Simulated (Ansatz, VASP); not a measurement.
One calculation of TeP, two programs

```xyz
4
Lattice="4.1613 0.0000 0.0000 -2.0806 3.6038 0.0000 0.0000 0.0000 5.9030" Properties=species:S:1:pos:R:3 pbc="T T T"
Te    0.0000    2.4025    1.4757
Te    2.0806    1.2013    4.4272
P     0.0000    0.0000    0.0000
P     0.0000    0.0000    2.9515
```

Change from the starting cell: species swapped into the TeRh type (P6_3/mmc, No. 194).

Alike in both runs: task single point; functional PBE; k mesh 6 × 6 × 4; occupations gaussian, width 0.1 eV; no spin polarisation.

|  | VASP | Ansatz |
| --- | --- | --- |
| version | VASP 6.6.1 | Ansatz 0.2.0 |
| potentials or method | VASP PAW PBE potentials, release 64 (Te, P), cutoff 520 eV | scalar-relativistic, plane waves, PAW |
| valence electrons in the cell | 22 | 42 |

|  | VASP | Ansatz | Ansatz less VASP |
| --- | --- | --- | --- |
| gap on the k mesh at the Fermi level (eV) | none | none | - |
| pressure (GPa) | 6.6 | 6.7 | +0.10 |
| traceless stress, the component that is largest in VASP (GPa) | 2.48 | 2.48 | +0.002 |

A gap of «none» marks a metal or a gap that the smearing closes. VASP's potentials hold 22 valence electrons a cell and Ansatz's 42, so a difference there can come from the potentials and not from the codes.

Neither program's run includes spin-orbit coupling.
